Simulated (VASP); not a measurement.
# SbBr2N2 (Cmmm) in VASP: further runs

SbBr2N2 is run at these levels: r2SCAN; tasks: single point.

Program: VASP 6.6.1. These are calculated values, not measurements. Logs are shortened: lines on timing, memory, paths and dates and some standing lists are left out, and cuts for length are marked.

## (1) The cell of the first run

It takes space group Cmmm (No. 65, orthorhombic). Conventional cell: a = 8.367 Å, b = 8.367 Å, c = 4.183 Å, α = 90.00°, β = 90.00°, γ = 90.00°. Within 2.8 Å of Sb (site symmetry mmm) lie 2 N at 2.09 Å. Within 2.8 Å of N (site symmetry 2mm) lie 1 Sb at 2.09 Å. Within 3.9 Å of Br (site symmetry m2m) lie 2 Sb at 2.96 Å and 8 N at 3.62 Å.

## (2) Single point, r2SCAN

Input file POSCAR:

```
SbBr2N2
1.0
    4.1834510000      4.1834510000      0.0000000000
    4.1834510000     -4.1834510000      0.0000000000
    0.0000000000      0.0000000000     -4.1834510000
Sb N Br
1 2 2
Direct
    0.0000000000      0.0000000000      0.0000000000
    0.2500000000      0.7500000000      0.0000000000
    0.7500000000      0.2500000000      0.0000000000
    0.2500000000      0.2500000000      0.5000000000
    0.7500000000      0.7500000000      0.5000000000
```

Input file INCAR.step1:

```
SYSTEM = SbBr2N2
PREC     = Accurate       ! precision mode
ENCUT    = 520            ! plane-wave cutoff, eV
ISMEAR   = -1             ! smearing method
SIGMA    = 0.1            ! smearing width, eV
LREAL    = .False.        ! projectors in reciprocal space
LASPH    = .True.         ! aspherical terms in the spheres
NELM     = 80             ! most SCF steps
NBANDS   = 22             ! bands
GGA      = PE             ! functional
ALGO     = Normal         ! electronic algorithm
EDIFF    = 1E-4           ! SCF threshold, eV
LWAVE    = .True.         ! write WAVECAR
LCHARG   = .False.        ! write CHGCAR
```

Input file INCAR.step2:

```
SYSTEM = SbBr2N2
PREC     = Accurate       ! precision mode
ENCUT    = 520            ! plane-wave cutoff, eV
EDIFF    = 1E-6           ! SCF threshold, eV
ISMEAR   = -1             ! smearing method
SIGMA    = 0.1            ! smearing width, eV
LREAL    = .False.        ! projectors in reciprocal space
LASPH    = .True.         ! aspherical terms in the spheres
NELM     = 80             ! most SCF steps
ALGO     = Normal         ! electronic algorithm
ISIF     = 2              ! what is computed and relaxed
LWAVE    = .False.        ! write WAVECAR
LCHARG   = .False.        ! write CHGCAR
METAGGA  = R2SCAN         ! meta-GGA
LMIXTAU  = .True.       
NBANDS   = 22             ! bands
ISTART   = 1
```

Input file KPOINTS:

```
Automatic mesh
0
Gamma
  3 3 4
  0 0 0
```

Potentials or basis: VASP PAW PBE potentials, release 64 (Sb, N, Br).

Launch:

```sh
$ cat potpaw_PBE.64/Sb/POTCAR potpaw_PBE.64/N/POTCAR potpaw_PBE.64/Br/POTCAR > POTCAR
$ cp INCAR.step1 INCAR
$ mpirun -np 1 vasp_std > vasp.out
$ cp INCAR.step2 INCAR
$ mpirun -np 1 vasp_std > vasp.out
```

OUTCAR:

```text
SYSTEM = SbBr2N2
   PREC = Accurate
   ENCUT = 520
   EDIFF = 1E-6
   ISMEAR = -1
   LREAL = .False.
   LASPH = .True.
   NELM = 80
   ISIF = 2
   METAGGA = R2SCAN
   ISTART = 1

 ion  position               nearest neighbor table
   1  0.000  0.000  0.000-   2 2.09   3 2.09   4 2.96   5 2.96   4 2.96   5 2.96
   2  0.250  0.750  0.000-   1 2.09
   3  0.750  0.250  0.000-   1 2.09
   4  0.250  0.250  0.500-   1 2.96   1 2.96
   5  0.750  0.750  0.500-   1 2.96   1 2.96

  LATTYP: Found a simple tetragonal cell.
 ALAT       =     5.9162931417
 C/A-ratio  =     0.7071067812

  Lattice vectors:

 A1 = (   4.1834510000,   4.1834510000,   0.0000000000)
 A2 = (   4.1834510000,  -4.1834510000,   0.0000000000)
 A3 = (   0.0000000000,   0.0000000000,  -4.1834510000)

Analysis of symmetry for initial positions (statically):
=====================================================================
 Subroutine PRICEL returns:
 Original cell was already a primitive cell.

 Routine SETGRP: Setting up the symmetry group for a
 simple tetragonal supercell.

 Subroutine GETGRP returns: Found  8 space group operations
 (whereof  8 operations were pure point group operations)
 out of a pool of 16 trial point group operations.

The static configuration has the point symmetry D_2h.

Analysis of symmetry for dynamics (positions and initial velocities):
=====================================================================
 Subroutine PRICEL returns:
 Original cell was already a primitive cell.

 Routine SETGRP: Setting up the symmetry group for a
 simple tetragonal supercell.

 Subroutine GETGRP returns: Found  8 space group operations
 (whereof  8 operations were pure point group operations)
 out of a pool of 16 trial point group operations.

The dynamic configuration has the point symmetry D_2h.

 Subroutine INISYM returns: Found  8 space group operations
 (whereof  8 operations are pure point group operations),
 and found     1 'primitive' translations

----------------------------------------------------------------------------------------

                                     Primitive cell

  volume of cell :     146.4313

  direct lattice vectors                    reciprocal lattice vectors
     4.183451000  4.183451000  0.000000000     0.119518551  0.119518551  0.000000000
     4.183451000 -4.183451000  0.000000000     0.119518551 -0.119518551  0.000000000
     0.000000000  0.000000000 -4.183451000     0.000000000  0.000000000 -0.239037101

  length of vectors
     5.916293142  5.916293142  4.183451000     0.169024755  0.169024755  0.239037101

  position of ions in fractional coordinates (direct lattice)
     0.000000000  0.000000000  0.000000000
     0.250000000  0.750000000  0.000000000
     0.750000000  0.250000000  0.000000000
     0.250000000  0.250000000  0.500000000
     0.750000000  0.750000000  0.500000000

  ion indices of the primitive-cell ions
   primitive index   ion index
                 1           1
                 2           2
                 3           3
                 4           4
                 5           5

----------------------------------------------------------------------------------------

 KPOINTS: Automatic mesh

Automatic generation of k-mesh.
 Grid dimensions read from file:
 generate k-points for:    3    3    4

 Generating k-lattice:

  Cartesian coordinates                     Fractional coordinates (reciprocal lattice)
     0.039839517  0.039839517  0.000000000     0.333333333  0.000000000  0.000000000
     0.039839517 -0.039839517  0.000000000     0.000000000  0.333333333  0.000000000
     0.000000000  0.000000000 -0.059759275     0.000000000  0.000000000  0.250000000

  Length of vectors
     0.056341585  0.056341585  0.059759275

  Shift w.r.t. Gamma in fractional coordinates (k-lattice)
     0.000000000  0.000000000  0.000000000

 Subroutine IBZKPT returns following result:
 ===========================================

 Found     12 irreducible k-points:

 Following reciprocal coordinates:
            Coordinates               Weight
  0.000000  0.000000  0.000000      1.000000
  0.333333  0.000000  0.000000      4.000000
  0.333333  0.333333  0.000000      2.000000
 -0.333333  0.333333  0.000000      2.000000
  0.000000  0.000000  0.250000      2.000000
  0.333333  0.000000  0.250000      8.000000
  0.333333  0.333333  0.250000      4.000000
 -0.333333  0.333333  0.250000      4.000000
  0.000000  0.000000  0.500000      1.000000
  0.333333  0.000000  0.500000      4.000000
  0.333333  0.333333  0.500000      2.000000
 -0.333333  0.333333  0.500000      2.000000
   k-points           NKPTS =     12   k-points in BZ     NKDIM =     12   number of bands    NBANDS=     22
   number of dos      NEDOS =    301   number of ions     NIONS =      5
   total plane-waves  NPLWV =  73728
   dimension x,y,z NGX =    48 NGY =   48 NGZ =   32
   dimension x,y,z NGXF=    96 NGYF=   96 NGZF=   64
   ions per type =               1   2   2
   NGX,Y,Z   is equivalent  to a cutoff of  13.49, 13.49, 12.72 a.u.
   NGXF,Y,Z  is equivalent  to a cutoff of  26.98, 26.98, 25.43 a.u.
 SYSTEM =  SbBr2N2
   PREC   = accura    normal or accurate (medium, high low for compatibility)
   ISTART =      1    job   : 0-new  1-cont  2-samecut
   ICHARG =      0    charge: 1-file 2-atom 10-const
   ISPIN  =      1    spin polarized calculation?
   LNONCOLLINEAR =      F non collinear calculations
   LSORBIT =      F    spin-orbit coupling
   LASPH  =      T    aspherical Exc in radial PAW
   ENCUT  =  520.0 eV  38.22 Ry    6.18 a.u.  11.00 11.00  7.78*2*pi/ulx,y,z
   NELM   =     80;   NELMIN=  2; NELMDL=  0     # of ELM steps
   EDIFF  = 0.1E-05   stopping-criterion for ELM
   LREAL  =      F    real-space projection
   EDIFFG = 0.1E-04   stopping-criterion for IOM
   NSW    =      0    number of steps for IOM
   IBRION =     -1    ionic relax: 0-MD 1-quasi-New 2-CG
   NFREE  =      0    steps in history (QN), initial steepest desc. (CG)
   ISIF   =      2    stress and relaxation
   ISYM   =      2    0-nonsym 1-usesym 2-fastsym
   POTIM  = 0.5000    time-step for ionic-motion
   TEBEG  =    0.0;   TEEND  =   0.0 temperature during run
   PSTRESS=    0.0 pullay stress
   NELECT =      29.0000    total number of electrons
   NUPDOWN=      -1.0000    fix difference up-down
   EMIN   =  10.00;   EMAX   =-10.00  energy-range for DOS
   EFERMI =   0.00;   METHOD = LEGACY
   ISMEAR =    -1;   SIGMA  =   0.10  broadening in eV -4-tet -1-fermi 0-gaus
   EFERMI_NEDOS =   21; number of points for ismear=-14 and -15
   IALGO  =     38    algorithm
   IMIX   =      4    mixing-type and parameters
     AMIX     =   0.40;   BMIX     =  1.00
     AMIX_MAG =   1.60;   BMIX_MAG =  1.00
  volume/ion in A,a.u.               =      29.29       197.63
  Fermi-wavevector in a.u.,A,eV,Ry     =   0.954251  1.803274 12.389407  0.910596
  Thomas-Fermi vector in A             =   2.082981
   LORBIT       =      0    0 simple, 1 ext, 2 COOP (PROOUT), +10 PAW based schemes
   METAGGA = R2SCAN    functional components
   LHFCALC =     F    Hartree Fock is set to
   AEXX    =    0.0000 exact exchange contribution
   IVDW    =     0    specifies the selected vdW correction
   LEPSILON=     F    determine dielectric tensor
   LRPA    =     F    only Hartree local field effects (RPA)
 non-spin polarized calculation
  energy-cutoff  :      520.00
  volume of cell :      146.43
 maximum number of plane-waves:      3956
 NGX is ok and might be reduce to    48
   NGX = 23   NGY = 23   NGZ = 15

 number of electron      29.0000000 magnetization

 Free energy of the ion-electron system (eV)
  ---------------------------------------------------
  ext. energy  EPLUGINS =         0.00000000
  ---------------------------------------------------
  free energy    TOTEN  =       -61.56233149 eV

  energy without entropy =      -61.17199848  energy(sigma->0) =      -61.36716499

 E-fermi :  -0.5097     XC(G=0):  -8.1969

 val. band max:       -0.5134012854   @ k =  -0.3333   0.3333   0.5000
 cond. band min:      -0.5079217793   @ k =  -0.3333   0.3333   0.5000
 fundamental gap:      0.0054795060
 Fermi energy:        -0.5097169742

 k-point     1 :       0.0000    0.0000    0.0000
  band No.  band energies     occupation
      1     -15.4844      2.00000
      2     -14.8174      2.00000
      3     -13.8092      2.00000
      4     -13.8072      2.00000
      5      -7.9001      2.00000
      6      -3.3276      2.00000
[... 14 lines left out ...]
     21       6.4236      0.00000
     22       7.0129      0.00000

 k-point     2 :       0.3333    0.0000    0.0000
  band No.  band energies     occupation
      1     -15.3980      2.00000
      2     -14.8729      2.00000
      3     -13.8882      2.00000
      4     -13.8049      2.00000
      5      -7.7668      2.00000
      6      -3.5030      2.00000
[... 14 lines left out ...]
     21       6.7810      0.00000
     22       7.9599      0.00000

 k-point     3 :       0.3333    0.3333    0.0000
  band No.  band energies     occupation
      1     -15.3224      2.00000
      2     -14.8947      2.00000
      3     -13.9533      2.00000
      4     -13.8378      2.00000
      5      -7.6695      2.00000
      6      -3.3075      2.00000
[... 14 lines left out ...]
     21       7.3276      0.00000
     22       8.2095      0.00000

 k-point     4 :      -0.3333    0.3333    0.0000
  band No.  band energies     occupation
      1     -15.3338      2.00000
      2     -14.8724      2.00000
      3     -13.9865      2.00000
      4     -13.8157      2.00000
      5      -7.6739      2.00000
      6      -3.2316      2.00000
[... 14 lines left out ...]
     21       7.0366      0.00000
     22       8.9226      0.00000

 k-point     5 :       0.0000    0.0000    0.2500
  band No.  band energies     occupation
      1     -15.2611      2.00000
      2     -14.7473      2.00000
      3     -13.9991      2.00000
      4     -13.7888      2.00000
      5      -7.8491      2.00000
      6      -3.9478      2.00000
[... 117 lines left out ...]
 k-point    10 :       0.3333    0.0000    0.5000
  band No.  band energies     occupation
      1     -14.8551      2.00000
      2     -14.7164      2.00000
      3     -14.3072      2.00000
      4     -13.7895      2.00000
      5      -7.8756      2.00000
      6      -4.3759      2.00000
[... 14 lines left out ...]
     21       8.8749      0.00000
     22       9.0463      0.00000

 k-point    11 :       0.3333    0.3333    0.5000
  band No.  band energies     occupation
      1     -14.8256      2.00000
      2     -14.7428      2.00000
      3     -14.2918      2.00000
      4     -13.7953      2.00000
      5      -7.9710      2.00000
      6      -4.4890      2.00000
[... 14 lines left out ...]
     21       8.8420      0.00000
     22       9.3365      0.00000

 k-point    12 :      -0.3333    0.3333    0.5000
  band No.  band energies     occupation
      1     -14.8433      2.00000
      2     -14.7241      2.00000
      3     -14.2873      2.00000
      4     -13.8017      2.00000
      5      -7.9526      2.00000
      6      -4.4913      2.00000
[... 14 lines left out ...]
     21       9.1752      0.00000
     22       9.3752      0.00000

------------------------ aborting loop because EDIFF is reached ----------------------------------------

  FORCE on cell =-STRESS in cart. coord.  units (eV):
  Direction    XX          YY          ZZ          XY          YZ          ZX
  --------------------------------------------------------------------------------------
  -------------------------------------------------------------------------------------
  Total       -4.8033913     -9.8194311     -4.1929060     -0.0000000      0.0000000      0.0000000
  in kB      -52.5562652   -107.4392216    -45.8766453     -0.0000000      0.0000000      0.0000000
  external PRESSURE =     -68.6240440 kB  Pullay stress =       0.0000000 kB

 VOLUME and BASIS-vectors are now :
 -----------------------------------------------------------------------------
  energy-cutoff  :      520.00
  volume of cell :      146.43
      direct lattice vectors                 reciprocal lattice vectors
     4.183451000  4.183451000  0.000000000     0.119518551  0.119518551  0.000000000
     4.183451000 -4.183451000  0.000000000     0.119518551 -0.119518551  0.000000000
     0.000000000  0.000000000 -4.183451000     0.000000000  0.000000000 -0.239037101

 POSITION                                       TOTAL-FORCE (eV/Angst)
 -----------------------------------------------------------------------------------
      0.00000      0.00000      0.00000         0.000000      0.000000      0.000000
      4.18345     -2.09173      0.00000         0.000000     -1.972689      0.000000
      4.18345      2.09173      0.00000         0.000000      1.972689      0.000000
      2.09173      0.00000     -2.09173        -0.713188      0.000000     -0.000000
      6.27518      0.00000     -2.09173         0.713188      0.000000      0.000000
 -----------------------------------------------------------------------------------
    total drift:                               -0.000000      0.000000     -0.000000

  FREE ENERGIE OF THE ION-ELECTRON SYSTEM (eV)
  ---------------------------------------------------
  free  energy   TOTEN  =       -61.5623314884 eV

  energy  without entropy=      -61.1719984850  energy(sigma->0) =      -61.36716499
```

Wall time 99 s (1 thread of Intel Xeon Platinum 8375C at 2.90GHz (Ice Lake), shared host); peak memory 0.3 GiB.

Results:

| Quantity | Value |
| --- | --- |
| Free energy | -61.5623 eV |
| Pressure | -6.9 GPa |
| Largest force | 1.973 eV/Å |

Forces in eV/Å, atoms in the order of the input:
```
Sb   0.000  0.000  0.000
N    0.000 -1.973  0.000
N    0.000  1.973  0.000
Br  -0.713  0.000  0.000
Br   0.713  0.000  0.000
```

Stress tensor (GPa, compression positive):
```
 -5.26   0.00   0.00
  0.00 -10.74   0.00
  0.00   0.00  -4.59
```

Caveat: the k points lie up to 0.38 Å⁻¹ apart; the PAW data sets were made with another functional, which shifts forces and pressure a little; spin-orbit coupling is left out, which moves the levels of the heavy elements; an odd number of electrons without spin polarisation forces a metal; a magnetic or distorted state may lie lower.

## (3) Single point, r2SCAN

POSCAR is that of step 2.

Input file INCAR.step1:

```
ALGO = Normal
EDIFF = 1E-4
ENCUT = 520
GGA = PE
ISMEAR = -1
LASPH = T
LCHARG = F
LREAL = F
LWAVE = T
NBANDS = 22
NELM = 100
PREC = Accurate
SIGMA = 0.1
```

Input file INCAR.step2:

```
ALGO = Normal
EDIFF = 1E-6
ENCUT = 520
ISIF = 2
ISMEAR = -1
ISTART = 1
LASPH = T
LCHARG = T
LELF = T
LMIXTAU = T
LREAL = F
LVHAR = T
LWAVE = F
METAGGA = R2SCAN
NBANDS = 22
NELM = 100
PREC = Accurate
SIGMA = 0.1
```

Input file KPOINTS:

```
k-points
0
Gamma
  3 3 4
```

Potentials or basis: VASP PAW PBE potentials, release 64 (Sb, N, Br).

Launch:

```sh
$ cat potpaw_PBE.64/Sb/POTCAR potpaw_PBE.64/N/POTCAR potpaw_PBE.64/Br/POTCAR > POTCAR
$ cp INCAR.step1 INCAR
$ mpirun -np 1 vasp_std > vasp.out
$ cp INCAR.step2 INCAR
$ mpirun -np 1 vasp_std > vasp.out
```

It took 1.7 min on 1 thread of Intel Xeon Platinum 8375C at 2.90GHz (Ice Lake), shared host; peak memory 0.3 GiB.

It converged, with:

```yaml
Free_energy: -61.5623 eV
Pressure: -6.9 GPa
Largest_force: 1.973 eV/Å
```

Forces on the atoms (eV/Å):
```
Sb   0.000  0.000  0.000
N    0.000 -1.973  0.000
N    0.000  1.973  0.000
Br  -0.713  0.000  0.000
Br   0.713  0.000  0.000
```

Stress tensor (GPa, compression positive):
```
 -5.26   0.00   0.00
  0.00 -10.74   0.00
  0.00   0.00  -4.59
```

Levels at points of the mesh, in eV from the Fermi level:
```tsv
k point	band 11	band 12	band 13	band 14	band 15	band 16	band 17	band 18
(0.00, 0.00, 0.00)	-1.27	-0.63	0.01	0.09	0.11	0.29	1.30	2.96
(0.00, 0.00, 0.50)	-1.56	-1.06	-0.70	-0.48	-0.40	-0.32	2.24	4.00
```

Caveat: the k points lie up to 0.38 Å⁻¹ apart; the PAW data sets were made with another functional, which shifts forces and pressure a little; spin-orbit coupling is left out, which moves the levels of the heavy elements; an odd number of electrons without spin polarisation forces a metal; a magnetic or distorted state may lie lower.
